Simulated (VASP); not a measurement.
# Sb in VASP: a series of runs

The runs below take Sb through single point, with PBEsol-based screened hybrid with 25 % exact exchange, r2SCAN0, PBE.

Everything below comes from runs of VASP 6.6.1. Logs are shortened: lines on timing, memory, paths and dates and some standing lists are left out, and cuts for length are marked.

## (1) The cell of the first run

Symmetry: I4/mmm, No. 139, tetragonal system. Conventional cell: a = 3.153 Å, b = 3.153 Å, c = 5.424 Å, α = 90.00°, β = 90.00°, γ = 90.00°. Within 4.1 Å of Sb (site symmetry 4/mmm) lie 12 Sb at 3.15 to 3.51 Å.

## (2) Single point, PBEsol-based screened hybrid with 25 % exact exchange

The input, POSCAR:

```
Sb
1.0
   -1.5765401831      1.5765401831      2.7119384313
    1.5765401831     -1.5765401831      2.7119384313
    1.5765401831      1.5765401831     -2.7119384313
Sb
1
Direct
    0.0000000000      0.0000000000      0.0000000000
```

The input, INCAR.step1:

```
ALGO = Normal ; EDIFF = 1E-5
ENCUT = 520 ; GGA = PE
ISIF = 2 ; ISMEAR = -1
LASPH = True ; LREAL = False
LWAVE = True ; NBANDS = 8
NELM = 60 ; PREC = Accurate
SIGMA = 0.05
```

The input, INCAR.step2:

```
AEXX = 0.25 ; ALGO = Normal
EDIFF = 1E-6 ; ENCUT = 520
GGA = PS ; HFSCREEN = 0.207
ISIF = 2 ; ISMEAR = -1
ISTART = 1 ; LASPH = True
LCHARG = True ; LELF = True
LHFCALC = True ; LREAL = False
LVHAR = True ; LWAVE = False
NBANDS = 8 ; NELM = 60
PREC = Accurate ; PRECFOCK = Normal
SIGMA = 0.05
```

The input, KPOINTS:

```
k-points
0
Gamma
  6 6 6
```

Potentials or basis: VASP PAW PBE potentials, release 64 (Sb).

Launch:

```sh
$ cat potpaw_PBE.64/Sb/POTCAR > POTCAR
$ cp INCAR.step1 INCAR
$ mpirun -np 1 vasp_std > vasp.out
$ cp INCAR.step2 INCAR
$ mpirun -np 1 vasp_std > vasp.out
```

OUTCAR:

```text
AEXX = 0.25
   EDIFF = 1E-6
   ENCUT = 520
   GGA = PS
   HFSCREEN = 0.207
   ISIF = 2
   ISMEAR = -1
   ISTART = 1
   LASPH = True
   LHFCALC = True
   LREAL = False
   NELM = 60
   PREC = Accurate
   PRECFOCK = Normal

 ion  position               nearest neighbor table
   1  0.000  0.000  0.000-

  LATTYP: Found a body centered tetragonal cell.
 ALAT       =     3.1530803662
 C/A-ratio  =     1.7201835135

  Lattice vectors:

 A1 = (  -1.5765401831,   1.5765401831,   2.7119384313)
 A2 = (   1.5765401831,  -1.5765401831,   2.7119384313)
 A3 = (   1.5765401831,   1.5765401831,  -2.7119384313)

Analysis of symmetry for initial positions (statically):
=====================================================================
 Subroutine PRICEL returns:
 Original cell was already a primitive cell.

 Routine SETGRP: Setting up the symmetry group for a
 body centered tetragonal supercell.

 Subroutine GETGRP returns: Found 16 space group operations
 (whereof 16 operations were pure point group operations)
 out of a pool of 16 trial point group operations.

The static configuration has the point symmetry D_4h.

Analysis of symmetry for dynamics (positions and initial velocities):
=====================================================================
 Subroutine PRICEL returns:
 Original cell was already a primitive cell.

 Routine SETGRP: Setting up the symmetry group for a
 body centered tetragonal supercell.

 Subroutine GETGRP returns: Found 16 space group operations
 (whereof 16 operations were pure point group operations)
 out of a pool of 16 trial point group operations.

The dynamic configuration has the point symmetry D_4h.

 Subroutine INISYM returns: Found 16 space group operations
 (whereof 16 operations are pure point group operations),
 and found     1 'primitive' translations

----------------------------------------------------------------------------------------

                                     Primitive cell

  volume of cell :      26.9619

  direct lattice vectors                    reciprocal lattice vectors
    -1.576540183  1.576540183  2.711938431     0.000000000  0.317150178  0.184369967
     1.576540183 -1.576540183  2.711938431     0.317150178  0.000000000  0.184369967
     1.576540183  1.576540183 -2.711938431     0.317150178  0.317150178  0.000000000

  length of vectors
     3.510778824  3.510778824  3.510778824     0.366846726  0.366846726  0.448518083

  position of ions in fractional coordinates (direct lattice)
     0.000000000  0.000000000  0.000000000

  ion indices of the primitive-cell ions
   primitive index   ion index
                 1           1

----------------------------------------------------------------------------------------

 KPOINTS: k-points

Automatic generation of k-mesh.
 Grid dimensions read from file:
 generate k-points for:    6    6    6

 Generating k-lattice:

  Cartesian coordinates                     Fractional coordinates (reciprocal lattice)
     0.000000000  0.052858363  0.030728328     0.166666667 -0.000000000  0.000000000
     0.052858363  0.000000000  0.030728328    -0.000000000  0.166666667  0.000000000
     0.052858363  0.052858363  0.000000000     0.000000000  0.000000000  0.166666667

  Length of vectors
     0.061141121  0.061141121  0.074753014

  Shift w.r.t. Gamma in fractional coordinates (k-lattice)
     0.000000000  0.000000000  0.000000000

 Subroutine IBZKPT returns following result:
 ===========================================

 Found     30 irreducible k-points:

 Following reciprocal coordinates:
            Coordinates               Weight
  0.000000  0.000000  0.000000      1.000000
  0.166667  0.000000 -0.000000      8.000000
  0.333333  0.000000 -0.000000      8.000000
  0.500000 -0.000000  0.000000      4.000000
  0.166667  0.166667 -0.000000      8.000000
  0.333333  0.166667 -0.000000     16.000000
[... 16 lines left out ...]
 -0.333333 -0.333333  0.166667      8.000000
 -0.166667 -0.333333  0.166667      8.000000
 [... further k-points ...]
   k-points           NKPTS =     30   k-points in BZ     NKDIM =    216   number of bands    NBANDS=      8
   number of dos      NEDOS =    301   number of ions     NIONS =      1
   total plane-waves  NPLWV =  21952
   dimension x,y,z NGX =    28 NGY =   28 NGZ =   28
   dimension x,y,z NGXF=    56 NGYF=   56 NGZF=   56
   ions per type =               1
   NGX,Y,Z   is equivalent  to a cutoff of  13.26, 13.26, 13.26 a.u.
   NGXF,Y,Z  is equivalent  to a cutoff of  26.52, 26.52, 26.52 a.u.
 SYSTEM =  unknown system
   PREC   = accura    normal or accurate (medium, high low for compatibility)
   ISTART =      1    job   : 0-new  1-cont  2-samecut
   ICHARG =      0    charge: 1-file 2-atom 10-const
   ISPIN  =      1    spin polarized calculation?
   LNONCOLLINEAR =      F non collinear calculations
   LSORBIT =      F    spin-orbit coupling
   LASPH  =      T    aspherical Exc in radial PAW
   ENCUT  =  520.0 eV  38.22 Ry    6.18 a.u.   6.53  6.53  6.53*2*pi/ulx,y,z
   NELM   =     60;   NELMIN=  2; NELMDL=  0     # of ELM steps
   EDIFF  = 0.1E-05   stopping-criterion for ELM
   LREAL  =      F    real-space projection
   EDIFFG = 0.1E-04   stopping-criterion for IOM
   NSW    =      0    number of steps for IOM
   IBRION =     -1    ionic relax: 0-MD 1-quasi-New 2-CG
   NFREE  =      0    steps in history (QN), initial steepest desc. (CG)
   ISIF   =      2    stress and relaxation
   ISYM   =      3    0-nonsym 1-usesym 2-fastsym
   POTIM  = 0.5000    time-step for ionic-motion
   TEBEG  =    0.0;   TEEND  =   0.0 temperature during run
   PSTRESS=    0.0 pullay stress
   NELECT =       5.0000    total number of electrons
   NUPDOWN=      -1.0000    fix difference up-down
   EMIN   =  10.00;   EMAX   =-10.00  energy-range for DOS
   EFERMI =   0.00;   METHOD = LEGACY
   ISMEAR =    -1;   SIGMA  =   0.05  broadening in eV -4-tet -1-fermi 0-gaus
   EFERMI_NEDOS =   21; number of points for ismear=-14 and -15
   IALGO  =     38    algorithm
   IMIX   =      1    mixing-type and parameters
     AMIX     =   0.40;   BMIX     =  1.00
     AMIX_MAG =   1.60;   BMIX_MAG =  1.00
  volume/ion in A,a.u.               =      26.96       181.95
  Fermi-wavevector in a.u.,A,eV,Ry     =   0.933573  1.764197 11.858269  0.871558
  Thomas-Fermi vector in A             =   2.060288
   LORBIT       =      0    0 simple, 1 ext, 2 COOP (PROOUT), +10 PAW based schemes
   GGA     = PS    functional components
   LHFCALC =     T    Hartree Fock is set to
   PRECFOCK=normal    Normal, Fast or Accurate (Low or Medium for compatibility)
   ENCUT4O =  -1.0   cutoff for four orbital integrals eV
   NKREDX  =     1    reduce k-point grid by
   NKREDY  =     1    reduce k-point grid by
   NKREDZ  =     1    reduce k-point grid by
   AEXX    =    0.2500 exact exchange contribution
   HFSCREEN=    0.2070 screening length (either q_TF or 0.3 A-1)
   HFSCREENC=   0.2070 screening length for correlation (either q_TF or 0.3 A-1)
   ENCUTFOCK=  -1.0 apply spherical cutoff to Coloumb kernel
   IVDW    =     0    specifies the selected vdW correction
   LEPSILON=     F    determine dielectric tensor
   LRPA    =     F    only Hartree local field effects (RPA)
 non-spin polarized calculation
  energy-cutoff  :      520.00
  volume of cell :       26.96
 maximum number of plane-waves:       748
 NGX is ok and might be reduce to    28
  NGX = 20; NGY = 20; NGZ = 20

 number of electron       5.0000000 magnetization

 Free energy of the ion-electron system (eV)
  ---------------------------------------------------
  ext. energy  EPLUGINS =         0.00000000
  ---------------------------------------------------
  free energy    TOTEN  =        -5.04926794 eV

  energy without entropy =       -5.04741474  energy(sigma->0) =       -5.04834134

 E-fermi :   8.6033     XC(G=0):  -8.5330

 val. band max:        8.1765451286   @ k =  -0.3333   0.3333   0.0000
 cond. band min:       8.7428468698   @ k =   0.5000   0.3333  -0.0000
 fundamental gap:      0.5663017411
 Fermi energy:         8.6032501235

 k-point     1 :       0.0000    0.0000    0.0000
  band No.  band energies     occupation
      1      -6.1791      2.00000
      2      13.5494      0.00000
      3      14.4003      0.00000
      4      14.4003      0.00000
      5      18.2981      0.00000
      6      19.6600      0.00000
      7      19.7307      0.00000
      8      19.8750      0.00000

 k-point     2 :       0.1667    0.0000   -0.0000
  band No.  band energies     occupation
      1      -5.5673      2.00000
      2      10.2254      0.00000
      3      12.5339      0.00000
      4      14.2856      0.00000
      5      16.9775      0.00000
      6      18.5436      0.00000
      7      20.6137      0.00000
      8      20.6174      0.00000

 k-point     3 :       0.3333    0.0000   -0.0000
  band No.  band energies     occupation
      1      -3.7843      2.00000
      2       4.8732      2.00000
      3      10.9594      0.00000
      4      14.2492      0.00000
      5      15.4159      0.00000
      6      18.4885      0.00000
      7      20.6017      0.00000
      8      21.3116      0.00000

 k-point     4 :       0.5000   -0.0000    0.0000
  band No.  band energies     occupation
      1      -1.8871      2.00000
      2       1.6671      2.00000
      3      10.3512      0.00000
      4      14.3234      0.00000
      5      14.9048      0.00000
      6      19.1859      0.00000
      7      19.6673      0.00000
      8      19.7443      0.00000

 k-point     5 :       0.1667    0.1667   -0.0000
  band No.  band energies     occupation
      1      -4.6604      2.00000
      2       8.8400      0.01743
      3       9.7616      0.00000
      4      12.0304      0.00000
      5      17.6102      0.00000
      6      18.4187      0.00000
      7      20.3960      0.00000
      8      20.8349      0.00000

 k-point     6 :       0.3333    0.1667   -0.0000
  band No.  band energies     occupation
      1      -2.6565      2.00000
      2       4.3101      2.00000
      3       9.0889      0.00012
      4      10.9237      0.00000
      5      16.2380      0.00000
      6      17.8646      0.00000
      7      21.1570      0.00000
      8      22.0848      0.00000

 k-point     7 :       0.5000    0.1667    0.0000
  band No.  band energies     occupation
      1      -1.5565      2.00000
      2       2.5230      2.00000
      3       9.3859      0.00000
      4      11.0964      0.00000
      5      15.3586      0.00000
      6      17.2763      0.00000
      7      21.2407      0.00000
      8      22.6534      0.00000
[... 133 lines left out ...]
 k-point    20 :       0.5000    0.5000    0.1667
  band No.  band energies     occupation
      1       0.2542      2.00000
      2       4.3245      2.00000
      3       5.8198      2.00000
      4       6.2556      2.00000
      5      16.1348      0.00000
      6      17.4437      0.00000
      7      24.8113      0.00000
      8      24.9828      0.00000

 k-point    21 :      -0.3333    0.5000    0.1667
  band No.  band energies     occupation
      1      -1.0182      2.00000
      2       3.5458      2.00000
      3       5.6246      2.00000
      4       9.2549      0.00000
      5      18.3346      0.00000
      6      20.6529      0.00000
      7      21.5773      0.00000
      8      22.9362      0.00000

 k-point    22 :      -0.1667    0.5000    0.1667
  band No.  band energies     occupation
      1      -2.2469      2.00000
      2       3.1816      2.00000
      3       7.3148      2.00000
      4      12.9938      0.00000
      5      16.6499      0.00000
      6      19.0578      0.00000
      7      21.7440      0.00000
      8      22.8630      0.00000

 k-point    23 :      -0.3333   -0.3333    0.1667
  band No.  band energies     occupation
      1      -2.9633      2.00000
      2       5.3725      2.00000
      3       8.0249      1.99998
      4       8.9680      0.00136
      5      18.9850      0.00000
      6      19.4415      0.00000
      7      21.6934      0.00000
      8      22.7868      0.00000

 k-point    24 :      -0.1667   -0.3333    0.1667
  band No.  band energies     occupation
      1      -4.3789      2.00000
      2       7.0586      2.00000
      3       9.3198      0.00000
      4      12.5104      0.00000
      5      16.2879      0.00000
      6      19.0779      0.00000
      7      20.9620      0.00000
      8      23.2268      0.00000

 [... further k-points ...]
[... 5 lines left out ...]
  --------------------------------------------------------------------------------------
  -------------------------------------------------------------------------------------
  Total       -0.4322661     -0.4322661     -0.8429204      0.0000000      0.0000000      0.0000000
  in kB      -25.6869091    -25.6869091    -50.0895637      0.0000000      0.0000000      0.0000000
  external PRESSURE =     -33.8211273 kB  Pullay stress =       0.0000000 kB

 VOLUME and BASIS-vectors are now :
 -----------------------------------------------------------------------------
  energy-cutoff  :      520.00
  volume of cell :       26.96
      direct lattice vectors                 reciprocal lattice vectors
    -1.576540183  1.576540183  2.711938431     0.000000000  0.317150178  0.184369967
     1.576540183 -1.576540183  2.711938431     0.317150178  0.000000000  0.184369967
     1.576540183  1.576540183 -2.711938431     0.317150178  0.317150178  0.000000000

 POSITION                                       TOTAL-FORCE (eV/Angst)
 -----------------------------------------------------------------------------------
      0.00000      0.00000      0.00000        -0.000000      0.000000      0.000000
 -----------------------------------------------------------------------------------
    total drift:                               -0.000000     -0.000000      0.000001

  FREE ENERGIE OF THE ION-ELECTRON SYSTEM (eV)
  ---------------------------------------------------
  free  energy   TOTEN  =        -5.0492679448 eV

  energy  without entropy=       -5.0474147403  energy(sigma->0) =       -5.04834134
```

It took 4.3 min on 1 thread of Intel Xeon 6975P-C (Granite Rapids), shared host; peak memory 0.27 GiB.

Results:

```
Free energy            : -5.0493 eV
Pressure               : -3.4 GPa
Band gap on the k mesh : zero (an odd number of electrons rules out a gap without spin polarisation)
```

Caveat: the k points lie up to 0.38 Å⁻¹ apart, too coarse for converged energies and pressures of a metal; the PAW data sets were made with another functional, which shifts forces and pressure a little; spin-orbit coupling is left out, which moves the levels of the heavy elements.

## (3) Single point, r2SCAN0

POSCAR is that of step 2.

The input, INCAR.step1:

```
SYSTEM = Sb
PREC     = Accurate       ! precision mode
ENCUT    = 520            ! plane-wave cutoff, eV
EDIFF    = 1E-5           ! SCF threshold, eV
ISMEAR   = -1             ! smearing method
SIGMA    = 0.05           ! smearing width, eV
LREAL    = .FALSE.        ! projectors in reciprocal space
LASPH    = .TRUE.         ! aspherical terms in the spheres
NELM     = 80             ! most SCF steps
ALGO     = Normal         ! electronic algorithm
ISIF     = 2              ! what is computed and relaxed
LWAVE    = .TRUE.         ! write WAVECAR
LCHARG   = .FALSE.        ! write CHGCAR
GGA      = PE             ! functional
NBANDS   = 8              ! bands
```

The input, INCAR.step2:

```
SYSTEM = Sb
PREC     = Accurate       ! precision mode
ENCUT    = 520            ! plane-wave cutoff, eV
EDIFF    = 1E-6           ! SCF threshold, eV
ISMEAR   = -1             ! smearing method
SIGMA    = 0.05           ! smearing width, eV
LREAL    = .FALSE.        ! projectors in reciprocal space
LASPH    = .TRUE.         ! aspherical terms in the spheres
NELM     = 80             ! most SCF steps
ALGO     = Normal         ! electronic algorithm
ISIF     = 2              ! what is computed and relaxed
LWAVE    = .FALSE.        ! write WAVECAR
LCHARG   = .FALSE.        ! write CHGCAR
METAGGA  = R2SCAN         ! meta-GGA
LHFCALC  = .TRUE.         ! exact exchange
AEXX     = 0.25           ! exact-exchange fraction
LMIXTAU  = .TRUE.       
PRECFOCK = Normal       
ISTART   = 1            
NBANDS   = 8              ! bands
```

The input, KPOINTS:

```
regular mesh
0
G
  6 6 6
  0 0 0
```

Potentials or basis: VASP PAW PBE potentials, release 64 (Sb).

Launch:

```sh
$ cat potpaw_PBE.64/Sb/POTCAR > POTCAR
$ cp INCAR.step1 INCAR
$ mpirun -np 1 vasp_std > vasp.out
$ cp INCAR.step2 INCAR
$ mpirun -np 1 vasp_std > vasp.out
```

Run time: 5.5 min. Hardware: 1 thread of Intel Xeon 6975P-C (Granite Rapids), shared host; peak memory 0.17 GiB.

It converged, with:

```
Free energy            : -21.4638 eV
Pressure               : -2.0 GPa
Band gap on the k mesh : zero (an odd number of electrons rules out a gap without spin polarisation)
```

Stress tensor (GPa, compression positive):
```
-1.42  0.00  0.00
 0.00 -1.42  0.00
 0.00  0.00 -3.26
```

Levels at points of the mesh, in eV from the Fermi level:
```
           k point  band 1  band 2  band 3  band 4  band 5  band 6  band 7  band 8
(0.00, 0.00, 0.00)  -15.92    5.28    6.16    6.16   10.05   11.56   11.61   11.86
(0.50, 0.00, 0.00)  -11.43   -7.85    1.87    6.09    6.68   11.08   11.61   11.80
(0.50, 0.50, 0.00)   -8.42   -6.28   -2.23    0.53    3.90    4.64   16.78   17.61
(0.50, 0.50, 0.50)  -11.56   -7.71    2.20    2.20    6.22    6.84   19.26   19.26
```

Caveat: the k points lie up to 0.38 Å⁻¹ apart, too coarse for converged energies and pressures of a metal; the PAW data sets were made with another functional, which shifts forces and pressure a little; spin-orbit coupling is left out, which moves the levels of the heavy elements.

## (4) Single point, PBE

The input, INCAR:

```
SYSTEM = Sb
PREC = Accurate
ENCUT = 520
EDIFF = 1E-6
ISMEAR = -1
SIGMA = 0.05
LREAL = .FALSE.
LASPH = .TRUE.
NELM = 60
ALGO = Normal
ISIF = 2
LWAVE = .FALSE.
LCHARG = .FALSE.
GGA = PE
NBANDS = 8
```

The input, KPOINTS:

```
regular mesh
0
G
  7 7 8
  0 0 0
```

The input, POSCAR:

```
Sb
1.0
   -1.5775790000      1.5802120000      2.7118280000
    1.5669920000     -1.5442780000      2.6847840000
    1.6042890000      1.5709880000     -2.6909380000
Sb
1
Direct
    0.0177470000      0.0046650000      0.0170070000
```

Launch:

```sh
$ cat potpaw_PBE.64/Sb/POTCAR > POTCAR
$ mpirun -np 1 vasp_std > vasp.out
```

Wall time 16 s (1 thread of Intel Xeon 6975P-C (Granite Rapids), shared host); peak memory 0.18 GiB.

Results (log left out):

| Quantity | Value |
| --- | --- |
| Free energy | -3.8344 eV |
| Pressure | 1.6 GPa |
| Band gap on the k mesh | zero (an odd number of electrons rules out a gap without spin polarisation) |

Stress tensor (GPa, compression positive):
```
 1.96  0.84 -0.40
 0.84  2.43 -0.28
-0.40 -0.28  0.45
```

Levels at points of the mesh, in eV from the Fermi level:
| k point | band 1 | band 2 | band 3 | band 4 | band 5 | band 6 | band 7 | band 8 |
| --- | --- | --- | --- | --- | --- | --- | --- | --- |
| (0.00, 0.00, 0.00) | -12.98 | 4.66 | 5.30 | 5.48 | 9.32 | 10.56 | 10.59 | 10.74 |
| (0.00, 0.00, 0.50) | -6.81 | -4.54 | -0.92 | 0.69 | 3.54 | 4.43 | 15.69 | 15.76 |

Caveat: spin-orbit coupling is left out, which moves the levels of the heavy elements.

## (5) Summary

```tsv
level	cell	k mesh	grid for exact exchange (PRECFOCK)	share of exact exchange	screening parameter	gap on the mesh (eV)	pressure (GPa)
PBEsol-based screened hybrid with 25 % exact exchange	a = 3.511 Å, angles 126.6, 126.6, 78.8°, 1 atom	6 × 6 × 6	Normal	0.25	0.207 1/Å	none	-3.4
r2SCAN0	a = 3.511 Å, angles 126.6, 126.6, 78.8°, 1 atom	6 × 6 × 6	Normal	0.25	-	none	-2.0
PBE	a = 3.513, b = 3.471, c = 3.505 Å, angles 125.9, 126.6, 78.8°, 1 atom	7 × 7 × 8	-	-	-	none	1.6
```

Alike in all rows: task single point; potentials or basis VASP PAW PBE potentials, release 64 (Sb); no spin polarisation; cutoff (eV) 520; smearing fermi-dirac 0.05 eV.

Caveats: some runs use coarse meshes; spin-orbit coupling is left out, which moves the levels of the heavy elements; the PAW data sets were made with another functional, which shifts forces and pressure a little (at least some runs).

Absolute energies hang on the potentials; compare differences alone.
